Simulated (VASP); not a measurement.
# AlAs in VASP: single point with PBE

Aim: the single point of AlAs with PBE.

Everything below comes from runs of VASP 6.6.1. Logs are shortened: lines on timing, memory, paths and dates and some standing lists are left out, and cuts for length are marked.

## 1. The cell of the first run

The cell holds a slab with vacuum, 16 atoms: a = 8.100 Å, b = 8.100 Å, c = 25.377 Å, α = 90.00°, β = 90.00°, γ = 120.00°.

## 2. Single point, PBE

The input, INCAR:

```
  PREC = Accurate
  ENCUT = 520
  EDIFF = 1E-7
  ISMEAR = 0
  SIGMA = 0.05
  LREAL = Auto
  LASPH = T
  NELM = 80
  ALGO = Normal
  ISIF = 2
  LWAVE = F
  LCHARG = T
  LDIPOL = T
  IDIPOL = 3
  DIPOL = 0.5 0.5 0.389
  GGA = PE
  LELF = T
  LVHAR = T
  LVACPOTAV = T
  NBANDS = 46
```

The input, KPOINTS:

```
regular mesh
0
Gamma
  2 2 1
```

The input, POSCAR:

```
AlAs
1.0
    8.1000684671      0.0000000000      0.0000000000
   -4.0500342335      7.0148650649      0.0000000000
    0.0000000000      0.0000000000     25.3773488804
As Al
8 8
Direct
    0.5000000000      0.0000000000      0.3152417551
    0.5000000000      0.5000000000      0.3152417551
    0.0000000000      0.0000000000      0.3152417551
    0.0000000000      0.5000000000      0.3152417551
    0.7377185528      0.9572155916      0.4456365814
    0.7099328133      0.4211288490      0.4673010488
    0.2230275754      0.9632157737      0.4440783837
    0.2328220908      0.4670556119      0.4607964510
    0.1666666667      0.8333333333      0.3478184351
    0.1666666667      0.3333333333      0.3478184351
    0.6666666667      0.8333333333      0.3478184351
    0.6666666667      0.3333333333      0.3478184351
    0.4020219854      0.8036672209      0.4303813945
    0.4064540969      0.3197230764      0.4218750175
    0.8890646722      0.7750368933      0.4718395314
    0.9091522171      0.3118207569      0.4234506573
```

Potentials or basis: VASP PAW PBE potentials, release 64 (As, Al).

The run is started by

```sh
$ cat potpaw_PBE.64/As/POTCAR potpaw_PBE.64/Al/POTCAR > POTCAR
$ mpirun -np 1 vasp_std > vasp.out
```

OUTCAR:

```text
PREC = Accurate
   ENCUT = 520
   EDIFF = 1E-7
   ISMEAR = 0
   LREAL = Auto
   LASPH = T
   NELM = 80
   ISIF = 2
   GGA = PE

 ion  position               nearest neighbor table
   1  0.500  0.000  0.315-  12 2.48   9 2.48  11 2.48
   2  0.500  0.500  0.315-  11 2.48  10 2.48  12 2.48  14 2.99
   3  0.000  0.000  0.315-  10 2.48  11 2.48   9 2.48
   4  0.000  0.500  0.315-   9 2.48  12 2.48  10 2.48  16 3.05
   5  0.738  0.957  0.446-  13 2.39  15 2.44  16 2.55  11 2.63
   6  0.710  0.421  0.467-  14 2.46  16 2.46  15 2.49  12 3.09
   7  0.223  0.963  0.444-  13 2.40  15 2.45  14 2.56   9 2.61
   8  0.233  0.467  0.461-  16 2.46  14 2.46  13 2.48  10 3.02
   9  0.167  0.833  0.348-   4 2.48   1 2.48   3 2.48   7 2.61  13 2.92
  10  0.167  0.333  0.348-   3 2.48   2 2.48   4 2.48  14 2.74  16 2.78   8 3.02
  11  0.667  0.833  0.348-   2 2.48   3 2.48   1 2.48   5 2.63  13 2.92
  12  0.667  0.333  0.348-   1 2.48   4 2.48   2 2.48  14 2.78  16 2.81   6 3.09
  13  0.402  0.804  0.430-   5 2.39   7 2.40   8 2.48  11 2.92   9 2.92
  14  0.406  0.320  0.422-   6 2.46   8 2.46   7 2.56  10 2.74  12 2.78   2 2.99
  15  0.889  0.775  0.472-   5 2.44   7 2.45   6 2.49
  16  0.909  0.312  0.423-   6 2.46   8 2.46   5 2.55  10 2.78  12 2.81   4 3.05

  LATTYP: Found a hexagonal cell.
 ALAT       =     8.1000684671
 C/A-ratio  =     3.1329795524

  Lattice vectors:

 A1 = (   8.1000684671,   0.0000000000,   0.0000000000)
 A2 = (  -4.0500342335,   7.0148650649,   0.0000000000)
 A3 = (   0.0000000000,   0.0000000000,  25.3773488804)

Analysis of symmetry for initial positions (statically):
=====================================================================
 Subroutine PRICEL returns:
 Original cell was already a primitive cell.

 Routine SETGRP: Setting up the symmetry group for a
 hexagonal supercell.

 Subroutine GETGRP returns: Found  1 space group operations
 (whereof  1 operations were pure point group operations)
 out of a pool of 24 trial point group operations.

The static configuration has the point symmetry C_1 .

Analysis of symmetry for dynamics (positions and initial velocities):
=====================================================================
 Subroutine PRICEL returns:
 Original cell was already a primitive cell.

 Routine SETGRP: Setting up the symmetry group for a
 hexagonal supercell.

 Subroutine GETGRP returns: Found  1 space group operations
 (whereof  1 operations were pure point group operations)
 out of a pool of 24 trial point group operations.

The dynamic configuration has the point symmetry C_1 .

 Subroutine INISYM returns: Found  1 space group operations
 (whereof  1 operations are pure point group operations),
 and found     1 'primitive' translations

----------------------------------------------------------------------------------------

                                     Primitive cell

  volume of cell :    1441.9635

  direct lattice vectors                    reciprocal lattice vectors
     8.100068467  0.000000000  0.000000000     0.123455747  0.071277209  0.000000000
    -4.050034233  7.014865065  0.000000000     0.000000000  0.142554417  0.000000000
     0.000000000  0.000000000 25.377348880     0.000000000  0.000000000  0.039405219

  length of vectors
     8.100068467  8.100068467 25.377348880     0.142554417  0.142554417  0.039405219

  position of ions in fractional coordinates (direct lattice)
     0.500000000  0.000000000  0.315241755
     0.500000000  0.500000000  0.315241755
     0.000000000  0.000000000  0.315241755
     0.000000000  0.500000000  0.315241755
     0.737718553  0.957215592  0.445636581
     0.709932813  0.421128849  0.467301049
[... 8 lines left out ...]
     0.889064672  0.775036893  0.471839531
     0.909152217  0.311820757  0.423450657

  ion indices of the primitive-cell ions
   primitive index   ion index
                 1           1
                 2           2
                 3           3
                 4           4
                 5           5
                 6           6
[... 8 lines left out ...]
                15          15
                16          16

----------------------------------------------------------------------------------------

 KPOINTS: regular mesh

Automatic generation of k-mesh.
 Grid dimensions read from file:
 generate k-points for:    2    2    1

 Generating k-lattice:

  Cartesian coordinates                     Fractional coordinates (reciprocal lattice)
     0.061727873  0.035638604  0.000000000     0.500000000  0.000000000  0.000000000
     0.000000000  0.071277209  0.000000000     0.000000000  0.500000000  0.000000000
     0.000000000  0.000000000  0.039405219     0.000000000  0.000000000  1.000000000

  Length of vectors
     0.071277209  0.071277209  0.039405219

  Shift w.r.t. Gamma in fractional coordinates (k-lattice)
     0.000000000  0.000000000  0.000000000

 Subroutine IBZKPT returns following result:
 ===========================================

 Found      4 irreducible k-points:

 Following reciprocal coordinates:
            Coordinates               Weight
  0.000000  0.000000  0.000000      1.000000
  0.500000 -0.000000  0.000000      1.000000
  0.000000  0.500000  0.000000      1.000000
  0.500000  0.500000  0.000000      1.000000
   k-points           NKPTS =      4   k-points in BZ     NKDIM =      4   number of bands    NBANDS=     46
   number of dos      NEDOS =    301   number of ions     NIONS =     16
   total plane-waves  NPLWV = 691200
   dimension x,y,z NGX =    60 NGY =   60 NGZ =  192
   dimension x,y,z NGXF=   120 NGYF=  120 NGZF=  384
   ions per type =               8   8
   NGX,Y,Z   is equivalent  to a cutoff of  12.31, 12.31, 12.58 a.u.
   NGXF,Y,Z  is equivalent  to a cutoff of  24.63, 24.63, 25.16 a.u.
 SYSTEM =  unknown system
   PREC   = accura    normal or accurate (medium, high low for compatibility)
   ISTART =      0    job   : 0-new  1-cont  2-samecut
   ICHARG =      2    charge: 1-file 2-atom 10-const
   ISPIN  =      1    spin polarized calculation?
   LNONCOLLINEAR =      F non collinear calculations
   LSORBIT =      F    spin-orbit coupling
   LASPH  =      T    aspherical Exc in radial PAW
   ENCUT  =  520.0 eV  38.22 Ry    6.18 a.u.  15.06 15.06 47.19*2*pi/ulx,y,z
   NELM   =     80;   NELMIN=  2; NELMDL= -5     # of ELM steps
   EDIFF  = 0.1E-06   stopping-criterion for ELM
   LREAL  =      T    real-space projection
   EDIFFG = 0.1E-05   stopping-criterion for IOM
   NSW    =      0    number of steps for IOM
   IBRION =     -1    ionic relax: 0-MD 1-quasi-New 2-CG
   NFREE  =      0    steps in history (QN), initial steepest desc. (CG)
   ISIF   =      2    stress and relaxation
   ISYM   =      2    0-nonsym 1-usesym 2-fastsym
   POTIM  = 0.5000    time-step for ionic-motion
   TEBEG  =    0.0;   TEEND  =   0.0 temperature during run
   PSTRESS=    0.0 pullay stress
   NELECT =      64.0000    total number of electrons
   NUPDOWN=      -1.0000    fix difference up-down
   EMIN   =  10.00;   EMAX   =-10.00  energy-range for DOS
   EFERMI =   0.00;   METHOD = LEGACY
   ISMEAR =     0;   SIGMA  =   0.05  broadening in eV -4-tet -1-fermi 0-gaus
   EFERMI_NEDOS =   21; number of points for ismear=-14 and -15
   IALGO  =     38    algorithm
   IMIX   =      4    mixing-type and parameters
     AMIX     =   0.40;   BMIX     =  1.00
     AMIX_MAG =   1.60;   BMIX_MAG =  1.00
  volume/ion in A,a.u.               =      90.12       608.18
  Fermi-wavevector in a.u.,A,eV,Ry     =   0.579629  1.095340  4.571146  0.335970
  Thomas-Fermi vector in A             =   1.623413
   LORBIT       =      0    0 simple, 1 ext, 2 COOP (PROOUT), +10 PAW based schemes
   GGA     = PE    functional components
   LHFCALC =     F    Hartree Fock is set to
   AEXX    =    0.0000 exact exchange contribution
   IVDW    =     0    specifies the selected vdW correction
   LEPSILON=     F    determine dielectric tensor
   LRPA    =     F    only Hartree local field effects (RPA)
 non-spin polarized calculation
 Gauss-broadening in eV      SIGMA  =   0.05
  energy-cutoff  :      520.00
  volume of cell :     1441.96
 maximum number of plane-waves:     38826
   NGX = 31   NGY = 31   NGZ = 95

 number of electron      63.9999993 magnetization

 dipolmoment           0.000000      0.000000     -0.246655 electrons x Angstroem

 Free energy of the ion-electron system (eV)
  ---------------------------------------------------
  ext. energy  EPLUGINS =         0.00000000
  ---------------------------------------------------
  free energy    TOTEN  =       -68.41991979 eV

  energy without entropy =      -68.41991979  energy(sigma->0) =      -68.41991979

 E-fermi :  -2.3360     XC(G=0):  -2.7977

 val. band max:       -2.5635988611   @ k =   0.5000   0.5000   0.0000
 cond. band min:      -2.1093320540   @ k =   0.0000   0.0000   0.0000
 fundamental gap:      0.4542668071
 Fermi energy:        -2.3360099398

 k-point     1 :       0.0000    0.0000    0.0000
  band No.  band energies     occupation
      1     -14.4746      2.00000
      2     -13.4853      2.00000
      3     -13.3055      2.00000
      4     -13.2846      2.00000
      5     -13.0769      2.00000
      6     -12.8103      2.00000
[... 36 lines left out ...]
     43       0.2082      0.00000
     44       0.3072      0.00000

 k-point     2 :       0.5000   -0.0000    0.0000
  band No.  band energies     occupation
      1     -14.0422      2.00000
      2     -13.9159      2.00000
      3     -13.3289      2.00000
      4     -13.2657      2.00000
      5     -13.1581      2.00000
      6     -13.0034      2.00000
[... 36 lines left out ...]
     43       1.1689      0.00000
     44       1.3620      0.00000

 k-point     3 :       0.0000    0.5000    0.0000
  band No.  band energies     occupation
      1     -14.0726      2.00000
      2     -13.9229      2.00000
      3     -13.3502      2.00000
      4     -13.2102      2.00000
      5     -13.0849      2.00000
      6     -12.9137      2.00000
[... 36 lines left out ...]
     43       0.9221      0.00000
     44       1.0499      0.00000

 k-point     4 :       0.5000    0.5000    0.0000
  band No.  band energies     occupation
      1     -14.0260      2.00000
      2     -13.9348      2.00000
      3     -13.3343      2.00000
      4     -13.2617      2.00000
      5     -13.1356      2.00000
      6     -13.0322      2.00000
[... 36 lines left out ...]
     43       1.1982      0.00000
     44       1.3819      0.00000
 [bands above 44 left out]

------------------------ aborting loop because EDIFF is reached ----------------------------------------

  FORCE on cell =-STRESS in cart. coord.  units (eV):
  Direction    XX          YY          ZZ          XY          YZ          ZX
  --------------------------------------------------------------------------------------
  -------------------------------------------------------------------------------------
  Total        5.1779628     -9.6522589     -1.3510343     -0.0585071      0.7765912      0.2085383
  in kB        5.7532765    -10.7247032     -1.5011451     -0.0650078      0.8628768      0.2317086
  external PRESSURE =      -2.1575240 kB  Pullay stress =       0.0000000 kB

 VOLUME and BASIS-vectors are now :
 -----------------------------------------------------------------------------
  energy-cutoff  :      520.00
  volume of cell :     1441.96
      direct lattice vectors                 reciprocal lattice vectors
     8.100068467  0.000000000  0.000000000     0.123455747  0.071277209  0.000000000
    -4.050034233  7.014865065  0.000000000     0.000000000  0.142554417  0.000000000
     0.000000000  0.000000000 25.377348880     0.000000000  0.000000000  0.039405219

 POSITION                                       TOTAL-FORCE (eV/Angst)
 -----------------------------------------------------------------------------------
      4.05003      0.00000      8.00000         0.009558     -0.296929      0.468260
      2.02502      3.50743      8.00000         0.105392     -0.472569      0.583047
      0.00000      0.00000      8.00000        -0.017874      0.251012     -0.394959
     -2.02502      3.50743      8.00000        -0.115881     -0.468480      0.560451
      2.09881      6.71474     11.30908         0.164694      0.014936      0.151059
      4.04492      2.95416     11.85886         0.033533      0.035820      0.268413
[... 8 lines left out ...]
      4.06256      5.43678     11.97404         0.081632      0.022795     -0.805424
      6.10131      2.18738     10.74606         0.134715      0.154846      0.020802
 -----------------------------------------------------------------------------------
    total drift:                                0.011741     -0.007451      0.010342

  FREE ENERGIE OF THE ION-ELECTRON SYSTEM (eV)
  ---------------------------------------------------
  free  energy   TOTEN  =       -68.4199197887 eV

  energy  without entropy=      -68.4199197887  energy(sigma->0) =      -68.41991979

 vacuum level on the upper side and lower side of the slab         1.914         2.699
```

Run time: 8.9 min. Hardware: 1 thread of Intel Xeon Platinum 8488C (Sapphire Rapids), shared host; peak memory 1.2 GiB.

What came out:

```yaml
Free_energy: -68.4199 eV
Largest_force: 0.863 eV/Å
Band_gap_on_the_k_mesh: 0.45 eV, indirect (least direct gap 0.72 eV)
```

Forces on the atoms (eV/Å):
```
As   0.010 -0.297  0.468
As   0.105 -0.473  0.583
As  -0.018  0.251 -0.395
As  -0.116 -0.468  0.560
As   0.165  0.015  0.151
As   0.034  0.036  0.268
As  -0.155 -0.109  0.246
As   0.022 -0.040 -0.054
Al  -0.702  0.448 -0.082
Al  -0.103 -0.210 -0.681
Al   0.706  0.494 -0.036
Al   0.092  0.258 -0.523
Al  -0.105 -0.187  0.164
Al  -0.150  0.104  0.114
Al   0.082  0.023 -0.805
Al   0.135  0.155  0.021
```

Levels at points of the mesh, in eV from the valence-band top:
| k point | band 28 | band 29 | band 30 | band 31 | band 32 | band 33 | band 34 | band 35 | band 36 | band 37 |
| --- | --- | --- | --- | --- | --- | --- | --- | --- | --- | --- |
| (0.00, 0.00, 0.00) | -1.19 | -0.97 | -0.57 | -0.32 | -0.26 | 0.45 | 0.74 | 0.84 | 1.20 | 1.40 |
| (0.50, 0.00, 0.00) | -1.16 | -0.93 | -0.82 | -0.64 | 0.00 | 0.73 | 1.16 | 1.38 | 1.53 | 1.88 |
| (0.00, 0.50, 0.00) | -1.11 | -1.09 | -0.89 | -0.63 | -0.16 | 0.88 | 1.37 | 1.57 | 1.71 | 1.83 |
| (0.50, 0.50, 0.00) | -1.17 | -0.93 | -0.83 | -0.64 | 0.00 | 0.72 | 1.14 | 1.37 | 1.58 | 1.91 |

Caveat: the k points lie up to 0.45 Å⁻¹ apart.
